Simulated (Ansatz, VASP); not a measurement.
## SnO: VASP beside Ansatz

Contents of INCAR:

```
PREC = Accurate
ENCUT = 910
EDIFF = 1E-6
ISMEAR = 0
SIGMA = 0.15
LREAL = F
LASPH = T
NELM = 120
ALGO = Normal
ISIF = 2
LWAVE = F
LCHARG = T
GGA = PE
IVDW = 12
LELF = T
LVHAR = T
NBANDS = 28
GGA_COMPAT = F
```

Contents of KPOINTS:

```
regular mesh
0
Gamma
  12 12 10
```

Contents of POSCAR:

```
SnO
1.0
    3.8370963224      0.0000000000      0.0000000000
    0.0000000000      3.8370963224      0.0000000000
    0.0000000000      0.0000000000      4.7621285948
Sn O
2 2
Direct
    0.0000000000      0.5000000000      0.2432422113
    0.5000000000      0.0000000000      0.7567577887
    0.0000000000      0.0000000000      0.0000000000
    0.5000000000      0.5000000000      0.0000000000
```

Input for Ansatz:

```yaml
crystal:
  lattice:
    - [3.8370963178, 0.0, 0.0]
    - [0.0, 3.8370963178, 0.0]
    - [0.0, 0.0, 4.7621286321]
  atoms:
    - { symbol: Sn, position: [0.0, 0.5, 0.2432422105] }
    - { symbol: Sn, position: [0.5, 0.0, 0.7567577895] }
    - { symbol: O, position: [0.0, 0.0, 0.0] }
    - { symbol: O, position: [0.5, 0.5, 0.0] }
basis:
  ecutwfc: 420
kpoints:
  mp_grid: { grid: [12, 12, 10] }
hamiltonian:
  xc: pbe
  dispersion: d3bj
scf:
  occupations: { method: gaussian, width: 0.15 }
output:
  forces: true
  stress: true
  eigenvalues: true
  write_density: true
  write_potential: true
  elf: true
  volumetric_format: npy
```

Alike in both runs: task single point; functional PBE; dispersion D3(BJ); k mesh 12 × 12 × 10; occupations gaussian, width 0.15 eV; no spin polarisation.

|  | VASP | Ansatz |
| --- | --- | --- |
| version | VASP 6.6.1 | Ansatz 0.2.0 |
| potentials or method | VASP PAW PBE potentials, release 64 (Sn_d, O_h), cutoff 910 eV | scalar-relativistic, plane waves, PAW |
| valence electrons in the cell | 40 | 40 |

```tsv
	VASP	Ansatz	Ansatz less VASP
rms of the force components (eV/Å)	0.032	0.003	-0.0294
```

Atom by atom the forces differ by 0.029 eV/Å (rms over components).

Noted on VASP's run: the cutoff is short for stress, so the pressure is rough.
